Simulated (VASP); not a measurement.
# Pt (P6_3/mmc) in VASP: further runs

Pt is run at these levels: LDA; tasks: single point, relaxation of cell and atoms.

Program: VASP 6.6.1. These are calculated values, not measurements. Logs are shortened: lines on timing, memory, paths and dates and some standing lists are left out, and cuts for length are marked.

## Step 1: The cell of the first run

Symmetry: P6_3/mmc, No. 194, hexagonal system. The conventional cell has a = 2.719 Å, b = 2.719 Å, c = 4.643 Å, α = 90.00°, β = 90.00°, γ = 120.00°. Within 3.6 Å of Pt (site symmetry -6m2) lie 12 Pt at 2.72 to 2.80 Å.

This isn't the form of Pt at room conditions, which is fcc.

## Step 2: Single point, LDA

Contents of INCAR:

```
SYSTEM = Pt
ALGO = Normal
EDIFF = 1E-6
ENCUT = 570
GGA_COMPAT = .FALSE.
ISIF = 2
ISMEAR = -1
LASPH = .TRUE.
LCHARG = .FALSE.
LREAL = .FALSE.
LWAVE = .FALSE.
NBANDS = 25
NELM = 120
PREC = Accurate
SIGMA = 0.1
```

Contents of KPOINTS:

```
k-points
0
G
  11 11 6
  0 0 0
```

Contents of POSCAR:

```
Pt
1.0
    2.7193953507      0.0000000000      0.0000000000
   -1.3596976753      2.3550654566      0.0000000000
    0.0000000000      0.0000000000      4.6434050993
Pt
2
Direct
    0.6666666667      0.3333333333      0.7500000000
    0.3333333333      0.6666666667      0.2500000000
```

Potentials or basis: VASP PAW LDA potentials, release 64 (Pt_sv_GW).

The run is started by

```bash
> cat potpaw_LDA.64/Pt_sv_GW/POTCAR > POTCAR
> mpirun -np 1 vasp_std > vasp.out
```

OUTCAR:

```text
SYSTEM = Pt
   EDIFF = 1E-6
   ENCUT = 570
   ISIF = 2
   ISMEAR = -1
   LASPH = .TRUE.
   LREAL = .FALSE.
   NELM = 120
   PREC = Accurate

 ion  position               nearest neighbor table
   1  0.667  0.333  0.750-   2 2.80   2 2.80   2 2.80   2 2.80   2 2.80   2 2.80
   2  0.333  0.667  0.250-   1 2.80   1 2.80   1 2.80   1 2.80   1 2.80   1 2.80

  LATTYP: Found a hexagonal cell.
 ALAT       =     2.7193953507
 C/A-ratio  =     1.7075138038

  Lattice vectors:

 A1 = (   2.7193953507,   0.0000000000,   0.0000000000)
 A2 = (  -1.3596976753,   2.3550654566,   0.0000000000)
 A3 = (   0.0000000000,   0.0000000000,   4.6434050993)

Analysis of symmetry for initial positions (statically):
=====================================================================
 Subroutine PRICEL returns:
 Original cell was already a primitive cell.

 Routine SETGRP: Setting up the symmetry group for a
 hexagonal supercell.

 Subroutine GETGRP returns: Found 24 space group operations
 (whereof 12 operations were pure point group operations)
 out of a pool of 24 trial point group operations.

The static configuration has the point symmetry D_3d.
 The point group associated with its full space group is D_6h.

Analysis of symmetry for dynamics (positions and initial velocities):
=====================================================================
 Subroutine PRICEL returns:
 Original cell was already a primitive cell.

 Routine SETGRP: Setting up the symmetry group for a
 hexagonal supercell.

 Subroutine GETGRP returns: Found 24 space group operations
 (whereof 12 operations were pure point group operations)
 out of a pool of 24 trial point group operations.

The dynamic configuration has the point symmetry D_3d.
 The point group associated with its full space group is D_6h.

 Subroutine INISYM returns: Found 24 space group operations
 (whereof 12 operations are pure point group operations),
 and found     1 'primitive' translations

----------------------------------------------------------------------------------------

                                     Primitive cell

  volume of cell :      29.7380

  direct lattice vectors                    reciprocal lattice vectors
     2.719395351  0.000000000  0.000000000     0.367728804  0.212308324  0.000000000
    -1.359697675  2.355065457  0.000000000     0.000000000  0.424616648  0.000000000
     0.000000000  0.000000000  4.643405099     0.000000000  0.000000000  0.215359198

  length of vectors
     2.719395351  2.719395351  4.643405099     0.424616648  0.424616648  0.215359198

  position of ions in fractional coordinates (direct lattice)
     0.666666667  0.333333333  0.750000000
     0.333333333  0.666666667  0.250000000

  ion indices of the primitive-cell ions
   primitive index   ion index
                 1           1
                 2           2

----------------------------------------------------------------------------------------

 KPOINTS: k-points

Automatic generation of k-mesh.
 Grid dimensions read from file:
 generate k-points for:   11   11    6

 Generating k-lattice:

  Cartesian coordinates                     Fractional coordinates (reciprocal lattice)
     0.033429891  0.019300757  0.000000000     0.090909091  0.000000000  0.000000000
     0.000000000  0.038601513  0.000000000     0.000000000  0.090909091  0.000000000
     0.000000000  0.000000000  0.035893200     0.000000000  0.000000000  0.166666667

  Length of vectors
     0.038601513  0.038601513  0.035893200

  Shift w.r.t. Gamma in fractional coordinates (k-lattice)
     0.000000000  0.000000000  0.000000000

 Subroutine IBZKPT returns following result:
 ===========================================

 Found     64 irreducible k-points:

 Following reciprocal coordinates:
            Coordinates               Weight
  0.000000  0.000000  0.000000      1.000000
  0.090909  0.000000  0.000000      6.000000
  0.181818  0.000000  0.000000      6.000000
  0.272727  0.000000  0.000000      6.000000
  0.363636 -0.000000  0.000000      6.000000
  0.454545 -0.000000  0.000000      6.000000
[... 16 lines left out ...]
  0.090909  0.090909  0.166667     12.000000
  0.181818  0.090909  0.166667     24.000000
 [... further k-points ...]
   k-points           NKPTS =     64   k-points in BZ     NKDIM =     64   number of bands    NBANDS=     25
   number of dos      NEDOS =    301   number of ions     NIONS =      2
   total plane-waves  NPLWV =  20736
   dimension x,y,z NGX =    24 NGY =   24 NGZ =   36
   dimension x,y,z NGXF=    48 NGYF=   48 NGZF=   72
   ions per type =               2
   NGX,Y,Z   is equivalent  to a cutoff of  14.67, 14.67, 12.89 a.u.
   NGXF,Y,Z  is equivalent  to a cutoff of  29.34, 29.34, 25.78 a.u.
 SYSTEM =  Pt
   PREC   = accura    normal or accurate (medium, high low for compatibility)
   ISTART =      0    job   : 0-new  1-cont  2-samecut
   ICHARG =      2    charge: 1-file 2-atom 10-const
   ISPIN  =      1    spin polarized calculation?
   LNONCOLLINEAR =      F non collinear calculations
   LSORBIT =      F    spin-orbit coupling
   LASPH  =      T    aspherical Exc in radial PAW
   ENCUT  =  570.0 eV  41.89 Ry    6.47 a.u.   5.29  5.29  9.04*2*pi/ulx,y,z
   NELM   =    120;   NELMIN=  2; NELMDL= -5     # of ELM steps
   EDIFF  = 0.1E-05   stopping-criterion for ELM
   LREAL  =      F    real-space projection
   EDIFFG = 0.1E-04   stopping-criterion for IOM
   NSW    =      0    number of steps for IOM
   IBRION =     -1    ionic relax: 0-MD 1-quasi-New 2-CG
   NFREE  =      0    steps in history (QN), initial steepest desc. (CG)
   ISIF   =      2    stress and relaxation
   ISYM   =      2    0-nonsym 1-usesym 2-fastsym
   POTIM  = 0.5000    time-step for ionic-motion
   TEBEG  =    0.0;   TEEND  =   0.0 temperature during run
   PSTRESS=    0.0 pullay stress
   NELECT =      36.0000    total number of electrons
   NUPDOWN=      -1.0000    fix difference up-down
   EMIN   =  10.00;   EMAX   =-10.00  energy-range for DOS
   EFERMI =   0.00;   METHOD = LEGACY
   ISMEAR =    -1;   SIGMA  =   0.10  broadening in eV -4-tet -1-fermi 0-gaus
   EFERMI_NEDOS =   21; number of points for ismear=-14 and -15
   IALGO  =     38    algorithm
   IMIX   =      4    mixing-type and parameters
     AMIX     =   0.40;   BMIX     =  1.00
     AMIX_MAG =   1.60;   BMIX_MAG =  1.00
  volume/ion in A,a.u.               =      14.87       100.34
  Fermi-wavevector in a.u.,A,eV,Ry     =   1.744771  3.297139 41.419193  3.044225
  Thomas-Fermi vector in A             =   2.816586
   LORBIT       =      0    0 simple, 1 ext, 2 COOP (PROOUT), +10 PAW based schemes
   GGA     = CA    functional components
   LHFCALC =     F    Hartree Fock is set to
   AEXX    =    0.0000 exact exchange contribution
   IVDW    =     0    specifies the selected vdW correction
   LEPSILON=     F    determine dielectric tensor
   LRPA    =     F    only Hartree local field effects (RPA)
 non-spin polarized calculation
  energy-cutoff  :      570.00
  volume of cell :       29.74
 maximum number of plane-waves:       936
 NGX is ok and might be reduce to    24
   NGX = 11   NGY = 11   NGZ = 19

 number of electron      36.0000001 magnetization

 Free energy of the ion-electron system (eV)
  ---------------------------------------------------
  ext. energy  EPLUGINS =         0.00000000
  ---------------------------------------------------
  free energy    TOTEN  =       -14.57203614 eV

  energy without entropy =      -14.45454026  energy(sigma->0) =      -14.51328820

 E-fermi :  10.7206     XC(G=0): -14.4616

 val. band max:       10.7110183721   @ k =   0.2727   0.2727   0.5000
 cond. band min:      10.7242253042   @ k =   0.2727   0.0909   0.1667
 fundamental gap:      0.0132069322
 Fermi energy:        10.7205743901

 k-point     1 :       0.0000    0.0000    0.0000
  band No.  band energies     occupation
      1     -87.5809      2.00000
      2     -87.5513      2.00000
      3     -42.1490      2.00000
      4     -41.8252      2.00000
      5     -41.8252      2.00000
      6     -41.7700      2.00000
[... 17 lines left out ...]
     24      28.0565      0.00000
     25      32.1090      0.00000

 k-point     2 :       0.0909    0.0000    0.0000
  band No.  band energies     occupation
      1     -87.5782      2.00000
      2     -87.5502      2.00000
      3     -42.1365      2.00000
      4     -41.8619      2.00000
      5     -41.8365      2.00000
      6     -41.8071      2.00000
[... 17 lines left out ...]
     24      28.4591      0.00000
     25      30.6123      0.00000

 k-point     3 :       0.1818    0.0000    0.0000
  band No.  band energies     occupation
      1     -87.5707      2.00000
      2     -87.5450      2.00000
      3     -42.1013      2.00000
      4     -41.9576      2.00000
      5     -41.9048      2.00000
      6     -41.8645      2.00000
[... 17 lines left out ...]
     24      28.5709      0.00000
     25      28.6660      0.00000

 k-point     4 :       0.2727    0.0000    0.0000
  band No.  band energies     occupation
      1     -87.5595      2.00000
      2     -87.5393      2.00000
      3     -42.0835      2.00000
      4     -42.0505      2.00000
      5     -42.0291      2.00000
      6     -41.9003      2.00000
[... 17 lines left out ...]
     24      26.5185      0.00000
     25      29.3599      0.00000
[... 477 lines left out ...]
 k-point    22 :       0.4545   -0.0000    0.1667
  band No.  band energies     occupation
      1     -87.5419      2.00000
      2     -87.5329      2.00000
      3     -42.2716      2.00000
      4     -42.2186      2.00000
      5     -41.9458      2.00000
      6     -41.9313      2.00000
[... 17 lines left out ...]
     24      23.4954      0.00000
     25      24.7601      0.00000

 k-point    23 :       0.0909    0.0909    0.1667
  band No.  band energies     occupation
      1     -87.5715      2.00000
      2     -87.5483      2.00000
      3     -42.0911      2.00000
      4     -41.9142      2.00000
      5     -41.8910      2.00000
      6     -41.8452      2.00000
[... 17 lines left out ...]
     24      28.0393      0.00000
     25      28.3664      0.00000

 k-point    24 :       0.1818    0.0909    0.1667
  band No.  band energies     occupation
      1     -87.5622      2.00000
      2     -87.5425      2.00000
      3     -42.0748      2.00000
      4     -42.0028      2.00000
      5     -41.9879      2.00000
      6     -41.8836      2.00000
[... 17 lines left out ...]
     24      27.4078      0.00000
     25      28.4126      0.00000

 [... further k-points ...]

------------------------ aborting loop because EDIFF is reached ----------------------------------------

  FORCE on cell =-STRESS in cart. coord.  units (eV):
  Direction    XX          YY          ZZ          XY          YZ          ZX
  --------------------------------------------------------------------------------------
  -------------------------------------------------------------------------------------
  Total       -0.0456743     -0.0456743     -0.1065850     -0.0000000     -0.0000000      0.0000000
  in kB       -2.4607686     -2.4607686     -5.7424178     -0.0000000     -0.0000000      0.0000000
  external PRESSURE =      -3.5546517 kB  Pullay stress =       0.0000000 kB

 VOLUME and BASIS-vectors are now :
 -----------------------------------------------------------------------------
  energy-cutoff  :      570.00
  volume of cell :       29.74
      direct lattice vectors                 reciprocal lattice vectors
     2.719395351  0.000000000  0.000000000     0.367728804  0.212308324  0.000000000
    -1.359697675  2.355065457  0.000000000     0.000000000  0.424616648  0.000000000
     0.000000000  0.000000000  4.643405099     0.000000000  0.000000000  0.215359198

 POSITION                                       TOTAL-FORCE (eV/Angst)
 -----------------------------------------------------------------------------------
      1.35970      0.78502      3.48255         0.000000      0.000000      0.000000
     -0.00000      1.57004      1.16085        -0.000000     -0.000000      0.000000
 -----------------------------------------------------------------------------------
    total drift:                               -0.000000      0.000000     -0.000000

  FREE ENERGIE OF THE ION-ELECTRON SYSTEM (eV)
  ---------------------------------------------------
  free  energy   TOTEN  =       -14.5720361394 eV

  energy  without entropy=      -14.4545402563  energy(sigma->0) =      -14.51328820
```

Wall time 38 s (1 thread of AMD EPYC 7R13 (Zen 3), shared host); peak memory 0.14 GiB.

Results:

```
Free energy            : -14.5720 eV
Pressure               : -0.4 GPa
Band gap on the k mesh : zero (bands 18 and 19 overlap by 1.30 eV)
```

Levels at points of the mesh, in eV from the Fermi level:
| k point | band 14 | band 15 | band 16 | band 17 | band 18 | band 19 | band 20 | band 21 | band 22 | band 23 |
| --- | --- | --- | --- | --- | --- | --- | --- | --- | --- | --- |
| (0.00, 0.00, 0.00) | -3.32 | -3.32 | -2.12 | -2.12 | -0.85 | -0.26 | -0.26 | 5.29 | 14.96 | 15.93 |
| (0.00, 0.00, 0.50) | -3.77 | -3.77 | -3.77 | -0.91 | -0.91 | -0.91 | -0.91 | 12.70 | 12.70 | 15.50 |

Caveat: spin-orbit coupling is left out, which moves the levels of the heavy elements.

## Step 3: Relaxation of cell and atoms, LDA

This run uses another cell than the first one, of 15.81 Å³/atom.

Contents of INCAR:

```
SYSTEM = Pt
ALGO = Normal ; EDIFF = 1E-7
EDIFFG = -0.01 ; ENCUT = 570
GGA_COMPAT = .FALSE. ; IBRION = 2
ISIF = 3 ; ISMEAR = -1
LASPH = .TRUE. ; LCHARG = .FALSE.
LREAL = .FALSE. ; LWAVE = .FALSE.
NELM = 120 ; NELMIN = 4
NSW = 80 ; PREC = Accurate
SIGMA = 0.1
```

KPOINTS is that of step 2.

Contents of POSCAR:

```
Pt
1.0
    2.7606660000      0.0000000000      0.0000000000
   -1.3803330000      2.3908070000      0.0000000000
    0.0000000000      0.0000000000      4.7921340000
Pt
2
Direct
    0.6666666667      0.3333333333      0.7500000000
    0.3333333333      0.6666666667      0.2500000000
```

Potentials or basis: VASP PAW LDA potentials, release 64 (Pt_sv_GW).

The run is started by

```bash
> cat potpaw_LDA.64/Pt_sv_GW/POTCAR > POTCAR
> mpirun -np 1 vasp_std > vasp.out
```

Wall time 5.6 min (1 thread of Intel Xeon Platinum 8375C at 2.90GHz (Ice Lake), shared host); peak memory 0.18 GiB.

The run converged. Its results:

- Free energy: -14.5875 eV
- Relaxed volume: 14.87 Å³/atom
- Relaxed cell: a = 2.720 Å, b = 2.720 Å, c = 4.642 Å, α = 90.00°, β = 90.00°, γ = 120.00°
- Space group after relaxing (to 0.1 Å): P6_3/mmc (No. 194)
- Energy gained by relaxing: 50.5 meV/atom
- Ionic steps: 9
- Pressure after relaxing: 0.0 GPa
- Band gap on the k mesh: zero (bands 18 and 19 overlap by 1.30 eV)

Step by step:
```
step  energy change (eV)  largest force (eV/Å)  pressure (GPa)  volume (Å³)
   1              0.0000                0.0000          -15.74        31.63
   2              0.9179                0.0000           82.32        25.04
   3             -0.0971                0.0000           -1.13        29.88
   4             -0.0975                0.0000           -0.23        29.80
   5             -0.0976                0.0000            0.14        29.76
   6             -0.1010                0.0000            0.18        29.72
   7             -0.1010                0.0000            0.17        29.72
   8             -0.1010                0.0000           -0.44        29.78
   9             -0.1010                0.0000            0.00        29.74
```

Final structure:
```yaml
crystal:
  lattice:
    - [2.71985, 0.00000, 0.00000]
    - [-1.35993, 2.35546, 0.00000]
    - [0.00000, 0.00000, 4.64187]
  atoms:
    - { symbol: Pt, position: [0.66667, 0.33333, 0.75000] }
    - { symbol: Pt, position: [0.33333, 0.66667, 0.25000] }
```

Levels at points of the mesh, in eV from the Fermi level:
| k point | band 15 | band 16 | band 17 | band 18 | band 19 | band 20 | band 21 | band 22 |
| --- | --- | --- | --- | --- | --- | --- | --- | --- |
| (0.00, 0.00, 0.00) | -3.32 | -2.12 | -2.12 | -0.85 | -0.27 | -0.27 | 5.29 | 14.96 |
| (0.00, 0.00, 0.50) | -3.77 | -3.77 | -0.91 | -0.91 | -0.91 | -0.91 | 12.71 | 12.71 |

Caveat: spin-orbit coupling is left out, which moves the levels of the heavy elements.
